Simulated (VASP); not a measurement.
Si3C2:

```
Si C
1.0
     4.65672    0.00000    0.00000
    -2.32836    4.03284    0.00000
     0.00000    0.00000    4.34303
Si C
3 2
Cartesian
  2.3284 0.0000 2.1715
  -1.1642 2.0164 2.1715
  1.1642 2.0164 2.1715
  0.0000 2.6886 2.1715
  2.3284 1.3443 2.1715
```

```yaml
Program: VASP 6.6.1
Task: relaxation of cell and atoms
Functional: PBE
Potentials_or_basis: VASP PAW PBE potentials, release 64 (Si, C)
Cutoff: 600 eV
k_mesh: 6 × 6 × 4
Occupations: gaussian, width 0.1 eV
Spin: no spin polarisation
```

At the start: pressure 153.9 GPa; volume 16.31 Å³/atom.

Where does the relaxation end?

Over 23 steps the energy falls by 6192.7 meV/atom and the volume is 17.92 Å³/atom (+9.9 %); space group P6/mmm (No. 191, to 0.05 Å).

Step by step:
```
step  energy change (eV)  largest force (eV/Å)  pressure (GPa)  volume (Å³)
   1              0.0000                0.0000          153.92        81.56
   2            -11.7770                0.0000           -7.70       366.65
   3            -16.1024                0.0000           -8.99       306.21
   4            -19.9981                0.0000           -9.86       259.59
   5            -28.3806                0.0000           -4.50       158.42
   6            -28.0386                0.0000            8.37       132.67
   7            -28.5978                0.0000           -1.62       149.41
   8            -28.6075                0.0000           -0.67       147.15
   9            -28.6398                0.0000           -0.74       144.78
  10            -28.7503                0.0000           -0.89       137.69
  11            -29.0233                0.0000           -1.23       123.52
  12            -29.9239                0.0000            0.53        95.20
  13            106.6755                0.0000          820.78        38.72
  14            -30.0507                0.0000            0.98        94.08
  15            -25.2207                0.0000           66.83        66.38
  16            -30.6526                0.0000            4.11        88.04
  17            -30.7418                0.0000           10.33        82.47
  18            -30.7850                0.0000            7.33        84.72
  19            -30.9214                0.0000            3.44        87.16
  20            -30.9622                0.0000           -0.38        90.06
  21            -30.9636                0.0000            0.15        89.62
  22            -30.9636                0.0000            0.27        89.52
  23            -30.9637                0.0000            0.19        89.60
```

Final structure:
```xyz
5
Lattice="6.4581 0.0000 0.0000 -3.2290 5.5928 0.0000 0.0000 0.0000 2.4808" Properties=species:S:1:pos:R:3 pbc="T T T"
Si    3.2290    0.0000    1.2404
Si   -1.6145    2.7964    1.2404
Si    1.6145    2.7964    1.2404
C     0.0000    3.7286    1.2404
C     3.2290    1.8643    1.2404
```

Caveat: the k points lie up to 0.63 Å⁻¹ apart in the final cell.
